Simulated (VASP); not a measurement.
# Si in VASP: further runs

Si is run at these levels: PBE; tasks: relaxation of the atoms.

All numbers are computed with VASP 6.6.1; they aren't measurements. Logs are shortened: lines on timing, memory, paths and dates and some standing lists are left out, and cuts for length are marked.

### Step 1. The cell of the first run

Symmetry: Fd-3m, No. 227, cubic system. The conventional cell has a = 5.320 Å, b = 5.320 Å, c = 5.320 Å, α = 90.00°, β = 90.00°, γ = 90.00°. Si (site symmetry -43m) has 4 Si at 2.30 Å within 3.0 Å.

### Step 2. Relaxation of the atoms, PBE (18.82 Å³/atom)

The input, INCAR:

```
PREC     = Accurate       # precision mode
ENCUT    = 450            # plane-wave cutoff, eV
EDIFF    = 1E-7           # SCF threshold, eV
ISMEAR   = -1             # smearing method
SIGMA    = 0.02           # smearing width, eV
LREAL    = False          # projectors in reciprocal space
LASPH    = True           # aspherical terms in the spheres
NELM     = 120            # most SCF steps
ALGO     = Normal         # electronic algorithm
ISIF     = 2              # what is computed and relaxed
LWAVE    = False          # write WAVECAR
LCHARG   = False          # write CHGCAR
GGA      = PE             # functional
IBRION   = 2              # ionic algorithm
NSW      = 80             # ionic steps
EDIFFG   = -0.02          # ionic threshold
GGA_COMPAT= False        
NELMIN   = 4
```

The input, KPOINTS:

```
regular mesh
0
Gamma
  14 14 14
```

The input, POSCAR:

```
Si
1.0
    0.0000000000      2.6599191403      2.6599191403
    2.6599191403      0.0000000000      2.6599191403
    2.6599191403      2.6599191403      0.0000000000
Si
2
Direct
    0.0000000000      0.0000000000      0.0000000000
    0.2500000000      0.2500000000      0.2500000000
```

Potentials or basis: VASP PAW PBE potentials, release 64 (Si).

Started as:

```sh
> cat potpaw_PBE.64/Si/POTCAR > POTCAR
> mpirun -np 1 vasp_std > vasp.out
```

OUTCAR:

```text
PREC = Accurate
   ENCUT = 450
   EDIFF = 1E-7
   ISMEAR = -1
   LREAL = False
   LASPH = True
   NELM = 120
   ISIF = 2
   GGA = PE
   IBRION = 2
   NSW = 80
   EDIFFG = -0.02
   NELMIN = 4

 ion  position               nearest neighbor table
   1  0.000  0.000  0.000-   2 2.30   2 2.30   2 2.30   2 2.30
   2  0.250  0.250  0.250-   1 2.30   1 2.30   1 2.30   1 2.30

  LATTYP: Found a face centered cubic cell.
 ALAT       =     5.3198382806

  Lattice vectors:

 A1 = (   0.0000000000,   2.6599191403,   2.6599191403)
 A2 = (   2.6599191403,   0.0000000000,   2.6599191403)
 A3 = (   2.6599191403,   2.6599191403,   0.0000000000)

Analysis of symmetry for initial positions (statically):
=====================================================================
 Subroutine PRICEL returns:
 Original cell was already a primitive cell.

 Routine SETGRP: Setting up the symmetry group for a
 face centered cubic supercell.

 Subroutine GETGRP returns: Found 48 space group operations
 (whereof 24 operations were pure point group operations)
 out of a pool of 48 trial point group operations.

The static configuration has the point symmetry T_d .
 The point group associated with its full space group is O_h .

Analysis of symmetry for dynamics (positions and initial velocities):
=====================================================================
 Subroutine PRICEL returns:
 Original cell was already a primitive cell.

 Routine SETGRP: Setting up the symmetry group for a
 face centered cubic supercell.

 Subroutine GETGRP returns: Found 48 space group operations
 (whereof 24 operations were pure point group operations)
 out of a pool of 48 trial point group operations.

The dynamic configuration has the point symmetry T_d .
 The point group associated with its full space group is O_h .

 Subroutine INISYM returns: Found 48 space group operations
 (whereof 24 operations are pure point group operations),
 and found     1 'primitive' translations

----------------------------------------------------------------------------------------

                                     Primitive cell

  volume of cell :      37.6388

  direct lattice vectors                    reciprocal lattice vectors
     0.000000000  2.659919140  2.659919140    -0.187975639  0.187975639  0.187975639
     2.659919140  0.000000000  2.659919140     0.187975639 -0.187975639  0.187975639
     2.659919140  2.659919140  0.000000000     0.187975639  0.187975639 -0.187975639

  length of vectors
     3.761693723  3.761693723  3.761693723     0.325583357  0.325583357  0.325583357

  position of ions in fractional coordinates (direct lattice)
     0.000000000  0.000000000  0.000000000
     0.250000000  0.250000000  0.250000000

  ion indices of the primitive-cell ions
   primitive index   ion index
                 1           1
                 2           2

----------------------------------------------------------------------------------------

 KPOINTS: regular mesh

Automatic generation of k-mesh.
 Grid dimensions read from file:
 generate k-points for:   14   14   14

 Generating k-lattice:

  Cartesian coordinates                     Fractional coordinates (reciprocal lattice)
    -0.013426831  0.013426831  0.013426831     0.071428571  0.000000000  0.000000000
     0.013426831 -0.013426831  0.013426831     0.000000000  0.071428571  0.000000000
     0.013426831  0.013426831 -0.013426831     0.000000000  0.000000000  0.071428571

  Length of vectors
     0.023255954  0.023255954  0.023255954

  Shift w.r.t. Gamma in fractional coordinates (k-lattice)
     0.000000000  0.000000000  0.000000000

 Subroutine IBZKPT returns following result:
 ===========================================

 Found    104 irreducible k-points:

 Following reciprocal coordinates:
            Coordinates               Weight
  0.000000  0.000000  0.000000      1.000000
  0.071429  0.000000  0.000000      8.000000
  0.142857  0.000000  0.000000      8.000000
  0.214286  0.000000  0.000000      8.000000
  0.285714  0.000000  0.000000      8.000000
  0.357143  0.000000  0.000000      8.000000
[... 16 lines left out ...]
  0.214286  0.142857  0.000000     24.000000
  0.285714  0.142857  0.000000     24.000000
 [... further k-points ...]
   k-points           NKPTS =    104   k-points in BZ     NKDIM =    104   number of bands    NBANDS=      8
   number of dos      NEDOS =    301   number of ions     NIONS =      2
   total plane-waves  NPLWV =  21952
   dimension x,y,z NGX =    28 NGY =   28 NGZ =   28
   dimension x,y,z NGXF=    56 NGYF=   56 NGZF=   56
   ions per type =               2
   NGX,Y,Z   is equivalent  to a cutoff of  12.37, 12.37, 12.37 a.u.
   NGXF,Y,Z  is equivalent  to a cutoff of  24.75, 24.75, 24.75 a.u.
 SYSTEM =  unknown system
   PREC   = accura    normal or accurate (medium, high low for compatibility)
   ISTART =      0    job   : 0-new  1-cont  2-samecut
   ICHARG =      2    charge: 1-file 2-atom 10-const
   ISPIN  =      1    spin polarized calculation?
   LNONCOLLINEAR =      F non collinear calculations
   LSORBIT =      F    spin-orbit coupling
   LASPH  =      T    aspherical Exc in radial PAW
   ENCUT  =  450.0 eV  33.07 Ry    5.75 a.u.   6.51  6.51  6.51*2*pi/ulx,y,z
   NELM   =    120;   NELMIN=  4; NELMDL= -5     # of ELM steps
   EDIFF  = 0.1E-06   stopping-criterion for ELM
   LREAL  =      F    real-space projection
   EDIFFG = -.2E-01   stopping-criterion for IOM
   NSW    =     80    number of steps for IOM
   IBRION =      2    ionic relax: 0-MD 1-quasi-New 2-CG
   NFREE  =      1    steps in history (QN), initial steepest desc. (CG)
   ISIF   =      2    stress and relaxation
   ISYM   =      2    0-nonsym 1-usesym 2-fastsym
   POTIM  = 0.5000    time-step for ionic-motion
   TEBEG  =    0.0;   TEEND  =   0.0 temperature during run
   PSTRESS=    0.0 pullay stress
   NELECT =       8.0000    total number of electrons
   NUPDOWN=      -1.0000    fix difference up-down
   EMIN   =  10.00;   EMAX   =-10.00  energy-range for DOS
   EFERMI =   0.00;   METHOD = LEGACY
   ISMEAR =    -1;   SIGMA  =   0.02  broadening in eV -4-tet -1-fermi 0-gaus
   EFERMI_NEDOS =   21; number of points for ismear=-14 and -15
   IALGO  =     38    algorithm
   IMIX   =      4    mixing-type and parameters
     AMIX     =   0.40;   BMIX     =  1.00
     AMIX_MAG =   1.60;   BMIX_MAG =  1.00
  volume/ion in A,a.u.               =      18.82       127.00
  Fermi-wavevector in a.u.,A,eV,Ry     =   0.976997  1.846256 12.987066  0.954522
  Thomas-Fermi vector in A             =   2.107659
   LORBIT       =      0    0 simple, 1 ext, 2 COOP (PROOUT), +10 PAW based schemes
   GGA     = PE    functional components
   LHFCALC =     F    Hartree Fock is set to
   AEXX    =    0.0000 exact exchange contribution
   IVDW    =     0    specifies the selected vdW correction
   LEPSILON=     F    determine dielectric tensor
   LRPA    =     F    only Hartree local field effects (RPA)
 conjugate gradient relaxation of ions
 non-spin polarized calculation
  energy-cutoff  :      450.00
  volume of cell :       37.64
 maximum number of plane-waves:       869
 NGX is ok and might be reduce to    28
   NGX = 13   NGY = 13   NGZ = 13

 number of electron       8.0000000 magnetization

 Free energy of the ion-electron system (eV)
  ---------------------------------------------------
  ext. energy  EPLUGINS =         0.00000000
  ---------------------------------------------------
  free energy    TOTEN  =       -10.76703783 eV

  energy without entropy =      -10.76703781  energy(sigma->0) =      -10.76703782

 E-fermi :   6.6899     XC(G=0):  -9.6534

 val. band max:        6.4697554807   @ k =   0.0000   0.0000   0.0000
 cond. band min:       6.9226938264   @ k =   0.4286   0.4286   0.0000
 fundamental gap:      0.4529383457
 Fermi energy:         6.6899255425

 k-point     1 :       0.0000    0.0000    0.0000
  band No.  band energies     occupation
      1      -5.9251      2.00000
      2       6.4698      1.99997
      3       6.4698      1.99997
      4       6.4698      1.99997
      5       9.0583      0.00000
      6       9.0583      0.00000
      7       9.0583      0.00000
      8      10.5728      0.00000

 k-point     2 :       0.0714    0.0000    0.0000
  band No.  band energies     occupation
      1      -5.8546      2.00000
      2       5.8015      2.00000
      3       6.3540      2.00000
      4       6.3540      2.00000
      5       9.1798      0.00000
      6       9.2284      0.00000
      7       9.2284      0.00000
      8      10.9982      0.00000

 k-point     3 :       0.1429    0.0000    0.0000
  band No.  band energies     occupation
      1      -5.6444      2.00000
      2       4.5011      2.00000
      3       6.0910      2.00000
      4       6.0910      2.00000
      5       9.0857      0.00000
      6       9.6102      0.00000
      7       9.6102      0.00000
      8      12.0847      0.00000

 k-point     4 :       0.2143    0.0000    0.0000
  band No.  band energies     occupation
      1      -5.2997      2.00000
      2       3.1045      2.00000
      3       5.8027      2.00000
      4       5.8027      2.00000
      5       8.8392      0.00000
      6       9.9441      0.00000
      7       9.9441      0.00000
      8      13.3313      0.00000

 k-point     5 :       0.2857    0.0000    0.0000
  band No.  band energies     occupation
      1      -4.8329      2.00000
      2       1.7662      2.00000
      3       5.5534      2.00000
      4       5.5534      2.00000
      5       8.5898      0.00000
      6      10.0362      0.00000
      7      10.0362      0.00000
      8      13.9752      0.00000
[... 177 lines left out ...]
 k-point    22 :       0.1429    0.1429    0.0000
  band No.  band energies     occupation
      1      -5.5496      2.00000
      2       4.8935      2.00000
      3       5.4294      2.00000
      4       5.4294      2.00000
      5       8.3369      0.00000
      6      10.5548      0.00000
      7      10.5548      0.00000
      8      11.2767      0.00000

 k-point    23 :       0.2143    0.1429    0.0000
  band No.  band energies     occupation
      1      -5.2943      2.00000
      2       3.8828      2.00000
      3       5.1055      2.00000
      4       5.1934      2.00000
      5       8.3162      0.00000
      6      10.6798      0.00000
      7      11.0802      0.00000
      8      11.1097      0.00000

 k-point    24 :       0.2857    0.1429    0.0000
  band No.  band energies     occupation
      1      -4.9081      2.00000
      2       2.6389      2.00000
      3       4.8556      2.00000
      4       4.8602      2.00000
      5       8.5477      0.00000
      6      10.6485      0.00000
      7      10.9996      0.00000
      8      11.3495      0.00000

 [... further k-points ...]

------------------------ aborting loop because EDIFF is reached ----------------------------------------

  FORCE on cell =-STRESS in cart. coord.  units (eV):
  Direction    XX          YY          ZZ          XY          YZ          ZX
  --------------------------------------------------------------------------------------
  -------------------------------------------------------------------------------------
  Total        2.0616390      2.0616390      2.0616390     -0.0000000      0.0000000     -0.0000000
  in kB       87.7582392     87.7582392     87.7582392     -0.0000000      0.0000000     -0.0000000
  external PRESSURE =      87.7582392 kB  Pullay stress =       0.0000000 kB

 VOLUME and BASIS-vectors are now :
 -----------------------------------------------------------------------------
  energy-cutoff  :      450.00
  volume of cell :       37.64
      direct lattice vectors                 reciprocal lattice vectors
     0.000000000  2.659919140  2.659919140    -0.187975639  0.187975639  0.187975639
     2.659919140  0.000000000  2.659919140     0.187975639 -0.187975639  0.187975639
     2.659919140  2.659919140  0.000000000     0.187975639  0.187975639 -0.187975639

 POSITION                                       TOTAL-FORCE (eV/Angst)
 -----------------------------------------------------------------------------------
      0.00000      0.00000      0.00000         0.000000     -0.000000      0.000000
      1.32996      1.32996      1.32996        -0.000000      0.000000     -0.000000
 -----------------------------------------------------------------------------------
    total drift:                                0.000000      0.000000     -0.000000

  FREE ENERGIE OF THE ION-ELECTRON SYSTEM (eV)
  ---------------------------------------------------
  free  energy   TOTEN  =       -10.7670378265 eV

  energy  without entropy=      -10.7670378070  energy(sigma->0) =      -10.76703782

 reached required accuracy - stopping structural energy minimisation
```

It took 14 s on 1 thread of Intel Xeon 6975P-C (Granite Rapids), shared host; peak memory 0.16 GiB.

What came out:

```yaml
Free_energy: -10.7670 eV
Pressure_after_relaxing: 8.8 GPa
Band_gap_on_the_k_mesh: 0.45 eV (least direct gap 2.59 eV)
```

Final structure:
```
Si
1.0
     0.00000    2.65992    2.65992
     2.65992    0.00000    2.65992
     2.65992    2.65992    0.00000
Si
2
Direct
  0.00000 0.00000 0.00000
  0.25000 0.25000 0.25000
```

Caveat: the relaxation stopped at its first step, so nothing moved; semilocal functionals underestimate gaps, and a narrow one can read as zero.

### Step 3. Relaxation of the atoms, PBE (z stretched by +1 %)

The input, INCAR:

```
PREC = Accurate
ENCUT = 450
EDIFF = 1E-7
ISMEAR = -1
SIGMA = 0.02
LREAL = F
LASPH = T
NELM = 120
ALGO = Normal
ISIF = 2
LWAVE = F
LCHARG = F
GGA = PE
IBRION = 2
NSW = 80
EDIFFG = -0.02
GGA_COMPAT = F
NELMIN = 4
```

The input, KPOINTS:

```
Automatic mesh
0
Gamma
  14 14 14
```

The input, POSCAR:

```
Si
1.0
    0.0000000000      2.7153500000      2.7425035000
    2.7153500000      0.0000000000      2.7425035000
    2.7153500000      2.7153500000      0.0000000000
Si
2
Direct
    0.0000000000      0.0000000000      0.0000000000
    0.2500000000      0.2500000000      0.2500000000
```

Potentials or basis: VASP PAW PBE potentials, release 64 (Si).

Started as:

```sh
> cat potpaw_PBE.64/Si/POTCAR > POTCAR
> mpirun -np 1 vasp_std > vasp.out
```

It took 45 s on 1 thread of Intel Xeon Platinum 8259CL at 2.50GHz (Skylake/Cascade Lake), shared host; peak memory 0.18 GiB.

Results (log left out):

```yaml
Free_energy: -10.8477 eV
Pressure_after_relaxing: 1.0 GPa
Band_gap_on_the_k_mesh: 0.54 eV (least direct gap 2.53 eV)
```

Stress tensor (GPa, compression positive):
```
1.32 0.00 0.00
0.00 1.32 0.00
0.00 0.00 0.34
```

Final structure:
```
Si
1.0
     0.00000    2.71535    2.74250
     2.71535    0.00000    2.74250
     2.71535    2.71535    0.00000
Si
2
Direct
  0.00000 0.00000 0.00000
  0.25000 0.25000 0.25000
```

Levels at points of the mesh, in eV from the valence-band top:
```csv
k point,band 2,band 3,band 4,band 5,band 6,band 7
"(0.00, 0.00, 0.00)",-0.07,0.00,0.00,2.53,2.53,2.56
"(0.50, 0.00, 0.00)",-6.94,-1.26,-1.16,1.48,3.29,3.36
"(0.50, 0.50, 0.00)",-7.84,-2.80,-2.80,0.76,0.76,10.02
"(0.50, 0.00, 0.50)",-7.79,-2.87,-2.87,0.68,0.68,9.99
```

Caveat: the cell differs from its parent crystal (z stretched by +1 %); semilocal functionals underestimate gaps, and a narrow one can read as zero. A k mesh can miss the band edges.

(Continued in part 2 of 2.)
